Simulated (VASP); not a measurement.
# SnSe (P1) in VASP: further runs

SnSe is run at these levels: PBE; tasks: single point.

Everything below comes from runs of VASP 6.6.1. Logs are shortened: lines on timing, memory, paths and dates and some standing lists are left out, and cuts for length are marked.

### Step 1. The cell of the first run

The typed cell holds 4 atoms: a = 5.075 Å, b = 5.075 Å, c = 6.174 Å, α = 90.00°, β = 90.00°, γ = 120.00°.

### Step 2. Single point, PBE

Contents of INCAR:

```
  PREC = Accurate
  ENCUT = 520
  EDIFF = 1E-6
  ISMEAR = -1
  SIGMA = 0.069
  LREAL = F
  LASPH = T
  NELM = 100
  ALGO = Normal
  ISIF = 2
  LWAVE = F
  LCHARG = T
  GGA = PE
  LELF = T
  LVHAR = T
  NBANDS = 28
```

Contents of KPOINTS:

```
regular mesh
0
Gamma
  6 6 2
```

Contents of POSCAR:

```
SnSe
1.0
    5.0747781503      0.0000000000      0.0000000000
   -2.5373890752      4.3948867967      0.0000000000
    0.0000000000      0.0000000000      6.1736757433
Sn Se
2 2
Direct
    0.3152851135      0.6664917973     -0.0357054710
    0.6696841324      0.3214951978      0.4639372262
    0.3121112457      0.6312856573      0.4038893689
    0.7104830167      0.3867726471      0.9146066679
```

Potentials or basis: VASP PAW PBE potentials, release 64 (Sn_d, Se).

The run is started by

```sh
> cat potpaw_PBE.64/Sn_d/POTCAR potpaw_PBE.64/Se/POTCAR > POTCAR
> mpirun -np 1 vasp_std > vasp.out
```

OUTCAR:

```text
PREC = Accurate
   ENCUT = 520
   EDIFF = 1E-6
   ISMEAR = -1
   LREAL = F
   LASPH = T
   NELM = 100
   ISIF = 2
   GGA = PE

 ion  position               nearest neighbor table
   1  0.315  0.666  0.964-   4 2.68   3 2.72   4 3.00   4 3.19
   2  0.670  0.321  0.464-   4 2.80   3 2.85   3 2.96   3 3.06
   3  0.312  0.631  0.404-   1 2.72   2 2.85   2 2.96   2 3.06
   4  0.710  0.387  0.915-   1 2.68   2 2.80   1 3.00   1 3.19

  LATTYP: Found a hexagonal cell.
 ALAT       =     5.0747781503
 C/A-ratio  =     1.2165410113

  Lattice vectors:

 A1 = (   5.0747781503,   0.0000000000,   0.0000000000)
 A2 = (  -2.5373890752,   4.3948867967,   0.0000000000)
 A3 = (   0.0000000000,   0.0000000000,   6.1736757433)

Analysis of symmetry for initial positions (statically):
=====================================================================
 Subroutine PRICEL returns:
 Original cell was already a primitive cell.

 Routine SETGRP: Setting up the symmetry group for a
 hexagonal supercell.

 Subroutine GETGRP returns: Found  1 space group operations
 (whereof  1 operations were pure point group operations)
 out of a pool of 24 trial point group operations.

The static configuration has the point symmetry C_1 .

Analysis of symmetry for dynamics (positions and initial velocities):
=====================================================================
 Subroutine PRICEL returns:
 Original cell was already a primitive cell.

 Routine SETGRP: Setting up the symmetry group for a
 hexagonal supercell.

 Subroutine GETGRP returns: Found  1 space group operations
 (whereof  1 operations were pure point group operations)
 out of a pool of 24 trial point group operations.

The dynamic configuration has the point symmetry C_1 .

 Subroutine INISYM returns: Found  1 space group operations
 (whereof  1 operations are pure point group operations),
 and found     1 'primitive' translations

----------------------------------------------------------------------------------------

                                     Primitive cell

  volume of cell :     137.6920

  direct lattice vectors                    reciprocal lattice vectors
     5.074778150  0.000000000  0.000000000     0.197052949  0.113768573  0.000000000
    -2.537389075  4.394886797  0.000000000     0.000000000  0.227537146  0.000000000
     0.000000000  0.000000000  6.173675743     0.000000000  0.000000000  0.161978057

  length of vectors
     5.074778150  5.074778150  6.173675743     0.227537146  0.227537146  0.161978057

  position of ions in fractional coordinates (direct lattice)
     0.315285114  0.666491797  0.964294529
     0.669684132  0.321495198  0.463937226
     0.312111246  0.631285657  0.403889369
     0.710483017  0.386772647  0.914606668

  ion indices of the primitive-cell ions
   primitive index   ion index
                 1           1
                 2           2
                 3           3
                 4           4

----------------------------------------------------------------------------------------

 KPOINTS: regular mesh

Automatic generation of k-mesh.
 Grid dimensions read from file:
 generate k-points for:    6    6    2

 Generating k-lattice:

  Cartesian coordinates                     Fractional coordinates (reciprocal lattice)
     0.032842158  0.018961429  0.000000000     0.166666667  0.000000000  0.000000000
     0.000000000  0.037922858  0.000000000     0.000000000  0.166666667  0.000000000
     0.000000000  0.000000000  0.080989028     0.000000000  0.000000000  0.500000000

  Length of vectors
     0.037922858  0.037922858  0.080989028

  Shift w.r.t. Gamma in fractional coordinates (k-lattice)
     0.000000000  0.000000000  0.000000000

 Subroutine IBZKPT returns following result:
 ===========================================

 Found     40 irreducible k-points:

 Following reciprocal coordinates:
            Coordinates               Weight
  0.000000  0.000000  0.000000      1.000000
  0.166667 -0.000000  0.000000      2.000000
  0.000000  0.166667  0.000000      2.000000
 -0.166667  0.166667  0.000000      2.000000
  0.333333 -0.000000  0.000000      2.000000
  0.000000  0.333333  0.000000      2.000000
[... 16 lines left out ...]
  0.000000  0.166667  0.500000      2.000000
 -0.166667  0.166667  0.500000      2.000000
 [... further k-points ...]
   k-points           NKPTS =     40   k-points in BZ     NKDIM =     40   number of bands    NBANDS=     28
   number of dos      NEDOS =    301   number of ions     NIONS =      4
   total plane-waves  NPLWV =  76800
   dimension x,y,z NGX =    40 NGY =   40 NGZ =   48
   dimension x,y,z NGXF=    80 NGYF=   80 NGZF=   96
   ions per type =               2   2
   NGX,Y,Z   is equivalent  to a cutoff of  13.10, 13.10, 12.93 a.u.
   NGXF,Y,Z  is equivalent  to a cutoff of  26.21, 26.21, 25.85 a.u.
 SYSTEM =  unknown system
   PREC   = accura    normal or accurate (medium, high low for compatibility)
   ISTART =      0    job   : 0-new  1-cont  2-samecut
   ICHARG =      2    charge: 1-file 2-atom 10-const
   ISPIN  =      1    spin polarized calculation?
   LNONCOLLINEAR =      F non collinear calculations
   LSORBIT =      F    spin-orbit coupling
   LASPH  =      T    aspherical Exc in radial PAW
   ENCUT  =  520.0 eV  38.22 Ry    6.18 a.u.   9.44  9.44 11.48*2*pi/ulx,y,z
   NELM   =    100;   NELMIN=  2; NELMDL= -5     # of ELM steps
   EDIFF  = 0.1E-05   stopping-criterion for ELM
   LREAL  =      F    real-space projection
   EDIFFG = 0.1E-04   stopping-criterion for IOM
   NSW    =      0    number of steps for IOM
   IBRION =     -1    ionic relax: 0-MD 1-quasi-New 2-CG
   NFREE  =      0    steps in history (QN), initial steepest desc. (CG)
   ISIF   =      2    stress and relaxation
   ISYM   =      2    0-nonsym 1-usesym 2-fastsym
   POTIM  = 0.5000    time-step for ionic-motion
   TEBEG  =    0.0;   TEEND  =   0.0 temperature during run
   PSTRESS=    0.0 pullay stress
   NELECT =      40.0000    total number of electrons
   NUPDOWN=      -1.0000    fix difference up-down
   EMIN   =  10.00;   EMAX   =-10.00  energy-range for DOS
   EFERMI =   0.00;   METHOD = LEGACY
   ISMEAR =    -1;   SIGMA  =   0.07  broadening in eV -4-tet -1-fermi 0-gaus
   EFERMI_NEDOS =   21; number of points for ismear=-14 and -15
   IALGO  =     38    algorithm
   IMIX   =      4    mixing-type and parameters
     AMIX     =   0.40;   BMIX     =  1.00
     AMIX_MAG =   1.60;   BMIX_MAG =  1.00
  volume/ion in A,a.u.               =      34.42       232.30
  Fermi-wavevector in a.u.,A,eV,Ry     =   1.084240  2.048916 15.994679  1.175576
  Thomas-Fermi vector in A             =   2.220325
   LORBIT       =      0    0 simple, 1 ext, 2 COOP (PROOUT), +10 PAW based schemes
   GGA     = PE    functional components
   LHFCALC =     F    Hartree Fock is set to
   AEXX    =    0.0000 exact exchange contribution
   IVDW    =     0    specifies the selected vdW correction
   LEPSILON=     F    determine dielectric tensor
   LRPA    =     F    only Hartree local field effects (RPA)
 non-spin polarized calculation
  energy-cutoff  :      520.00
  volume of cell :      137.69
 maximum number of plane-waves:      3740
 NGX is ok and might be reduce to    40
   NGX = 19   NGY = 19   NGZ = 23

 number of electron      40.0000004 magnetization

 Free energy of the ion-electron system (eV)
  ---------------------------------------------------
  ext. energy  EPLUGINS =         0.00000000
  ---------------------------------------------------
  free energy    TOTEN  =       -15.61568211 eV

  energy without entropy =      -15.61501317  energy(sigma->0) =      -15.61534764

 E-fermi :   4.0064     XC(G=0):  -8.2569

 val. band max:        3.7108406542   @ k =   0.3333   0.3333   0.5000
 cond. band min:       4.3154670780   @ k =  -0.1667   0.3333   0.5000
 fundamental gap:      0.6046264238
 Fermi energy:         4.0063700851

 k-point     1 :       0.0000    0.0000    0.0000
  band No.  band energies     occupation
      1     -18.0846      2.00000
      2     -18.0731      2.00000
      3     -18.0690      2.00000
      4     -18.0584      2.00000
      5     -18.0440      2.00000
      6     -17.9482      2.00000
[... 20 lines left out ...]
     27       8.7267      0.00000
     28       9.0747      0.00000

 k-point     2 :       0.1667   -0.0000    0.0000
  band No.  band energies     occupation
      1     -18.0850      2.00000
      2     -18.0730      2.00000
      3     -18.0686      2.00000
      4     -18.0578      2.00000
      5     -18.0441      2.00000
      6     -17.9486      2.00000
[... 20 lines left out ...]
     27       8.8961      0.00000
     28       9.5522      0.00000

 k-point     3 :       0.0000    0.1667    0.0000
  band No.  band energies     occupation
      1     -18.0840      2.00000
      2     -18.0733      2.00000
      3     -18.0683      2.00000
      4     -18.0592      2.00000
      5     -18.0440      2.00000
      6     -17.9478      2.00000
[... 20 lines left out ...]
     27       8.8930      0.00000
     28       9.2814      0.00000

 k-point     4 :      -0.1667    0.1667    0.0000
  band No.  band energies     occupation
      1     -18.0840      2.00000
      2     -18.0731      2.00000
      3     -18.0697      2.00000
      4     -18.0576      2.00000
      5     -18.0441      2.00000
      6     -17.9478      2.00000
[... 578 lines left out ...]
     27       9.8293      0.00000
     28       9.9041      0.00000

 k-point    23 :       0.0000    0.1667    0.5000
  band No.  band energies     occupation
      1     -18.0829      2.00000
      2     -18.0732      2.00000
      3     -18.0678      2.00000
      4     -18.0588      2.00000
      5     -18.0440      2.00000
      6     -17.9470      2.00000
[... 20 lines left out ...]
     27       9.9164      0.00000
     28      10.0040      0.00000

 k-point    24 :      -0.1667    0.1667    0.5000
  band No.  band energies     occupation
      1     -18.0829      2.00000
      2     -18.0731      2.00000
      3     -18.0691      2.00000
      4     -18.0573      2.00000
      5     -18.0442      2.00000
      6     -17.9470      2.00000
[... 20 lines left out ...]
     27       9.8315      0.00000
     28       9.9076      0.00000

 [... further k-points ...]
[... 5 lines left out ...]
  --------------------------------------------------------------------------------------
  -------------------------------------------------------------------------------------
  Total        1.2130515      0.8416682      3.5764770      0.4155271     -0.0120686     -0.0088258
  in kB       14.1150116      9.7936127     41.6157235      4.8350548     -0.1404297     -0.1026972
  external PRESSURE =      21.8414492 kB  Pullay stress =       0.0000000 kB

 VOLUME and BASIS-vectors are now :
 -----------------------------------------------------------------------------
  energy-cutoff  :      520.00
  volume of cell :      137.69
      direct lattice vectors                 reciprocal lattice vectors
     5.074778150  0.000000000  0.000000000     0.197052949  0.113768573  0.000000000
    -2.537389075  4.394886797  0.000000000     0.000000000  0.227537146  0.000000000
     0.000000000  0.000000000  6.173675743     0.000000000  0.000000000  0.161978057

 POSITION                                       TOTAL-FORCE (eV/Angst)
 -----------------------------------------------------------------------------------
     -0.09115      2.92916      5.95324         0.523141      0.466412     -0.128973
      2.58274      1.41294      2.86420        -0.089001     -0.102863      0.080886
     -0.01792      2.77443      2.49348         0.013351     -0.037492      0.223141
      2.62415      1.69982      5.64649        -0.447491     -0.326058     -0.175054
 -----------------------------------------------------------------------------------
    total drift:                               -0.000135      0.000384     -0.000672

  FREE ENERGIE OF THE ION-ELECTRON SYSTEM (eV)
  ---------------------------------------------------
  free  energy   TOTEN  =       -15.6156821058 eV

  energy  without entropy=      -15.6150131668  energy(sigma->0) =      -15.61534764
```

It took 2.7 min on 1 thread of Intel Xeon Platinum 8559C (Emerald Rapids), shared host; peak memory 0.32 GiB.

What came out:

```
Free energy            : -15.6157 eV
Pressure               : 2.2 GPa
Largest force          : 0.713 eV/Å
Band gap on the k mesh : 0.60 eV (least direct gap 0.99 eV)
```

Forces in eV/Å, atoms in the order of the input:
```
Sn   0.523  0.466 -0.129
Sn  -0.089 -0.103  0.081
Se   0.013 -0.037  0.223
Se  -0.447 -0.326 -0.175
```

Caveat: the k points lie up to 0.51 Å⁻¹ apart; the atoms stand as in a frame of molecular dynamics; the structure was generated, so it needn't be the stable form of SnSe; semilocal functionals underestimate gaps, and a narrow one can read as zero; spin-orbit coupling is left out, which moves the levels of the heavy elements. A k mesh can miss the band edges.

### Step 3. Single point, PBE

Contents of INCAR:

```
SYSTEM = SnSe
PREC     = Accurate       ! precision mode
ENCUT    = 520            ! plane-wave cutoff, eV
EDIFF    = 1E-7           ! SCF threshold, eV
ISMEAR   = -1             ! smearing method
SIGMA    = 0.069          ! smearing width, eV
LREAL    = .FALSE.        ! projectors in reciprocal space
LASPH    = .TRUE.         ! aspherical terms in the spheres
NELM     = 100            ! most SCF steps
ALGO     = Normal         ! electronic algorithm
ISIF     = 2              ! what is computed and relaxed
LWAVE    = .FALSE.        ! write WAVECAR
LCHARG   = .FALSE.        ! write CHGCAR
GGA      = PE             ! functional
NBANDS   = 28             ! bands
```

Contents of KPOINTS:

```
Automatic mesh
0
G
  6 6 2
  0 0 0
```

Contents of POSCAR:

```
SnSe
1.0
    5.0747781503      0.0000000000      0.0000000000
   -2.5373890752      4.3948867967      0.0000000000
    0.0000000000      0.0000000000      6.1736757433
Sn Se
2 2
Direct
    0.3123927140      0.6706416198     -0.0346066118
    0.6700344054      0.3146222108      0.4662083206
    0.3012728123      0.6128940573      0.4006073696
    0.7251426918      0.4092574128      0.9128228035
```

Potentials or basis: VASP PAW PBE potentials, release 64 (Sn_d, Se).

The run is started by

```sh
> cat potpaw_PBE.64/Sn_d/POTCAR potpaw_PBE.64/Se/POTCAR > POTCAR
> mpirun -np 1 vasp_std > vasp.out
```

Run time: 3.2 min. Hardware: 1 thread of Intel Xeon Platinum 8559C (Emerald Rapids), shared host; peak memory 0.32 GiB.

It converged, with:

* Free energy: -15.5603 eV
* Pressure: 2.6 GPa
* Largest force: 1.014 eV/Å
* Band gap on the k mesh: 0.58 eV (least direct gap 1.12 eV)

Forces in eV/Å, atoms in the order of the input:
```
Sn   0.765  0.645 -0.164
Sn  -0.144 -0.155  0.043
Se   0.070 -0.007  0.299
Se  -0.692 -0.482 -0.178
```

Stress tensor (GPa, compression positive):
```
2.45 0.84 0.05
0.84 1.42 0.02
0.05 0.02 3.82
```

Levels at points of the mesh, in eV from the valence-band top:
```
           k point  band 16  band 17  band 18  band 19  band 20  band 21  band 22  band 23  band 24  band 25
(0.00, 0.00, 0.00)    -4.02    -2.89    -2.58    -2.20    -2.03     0.95     1.57     1.67     3.79     3.96
(0.50, 0.00, 0.00)    -3.91    -3.73    -2.45    -1.49    -0.38     2.42     2.56     3.16     3.99     4.16
(0.00, 0.50, 0.00)    -4.36    -3.05    -2.86    -2.15    -1.15     1.66     2.69     2.95     3.16     5.18
(0.50, 0.50, 0.00)    -4.04    -3.31    -2.78    -1.69    -0.70     2.03     2.66     2.92     4.23     4.46
(0.00, 0.00, 0.50)    -3.28    -2.66    -2.32    -1.81    -1.51     0.76     1.16     2.00     2.20     2.55
(0.50, 0.00, 0.50)    -3.15    -2.43    -2.23    -1.11    -0.64     1.11     1.31     3.10     3.22     3.43
(0.00, 0.50, 0.50)    -3.65    -2.97    -2.88    -0.86    -0.67     1.16     1.51     2.51     2.71     3.85
(0.50, 0.50, 0.50)    -3.34    -2.43    -2.29    -1.16    -1.13     1.07     1.28     2.79     2.94     3.62
```

Caveat: the k points lie up to 0.51 Å⁻¹ apart; the atoms stand as in a frame of molecular dynamics; the structure was generated, so it needn't be the stable form of SnSe; semilocal functionals underestimate gaps, and a narrow one can read as zero; spin-orbit coupling is left out, which moves the levels of the heavy elements; forces of over 1 eV/Å act on the atoms, so gaps and moduli don't describe the material at rest.
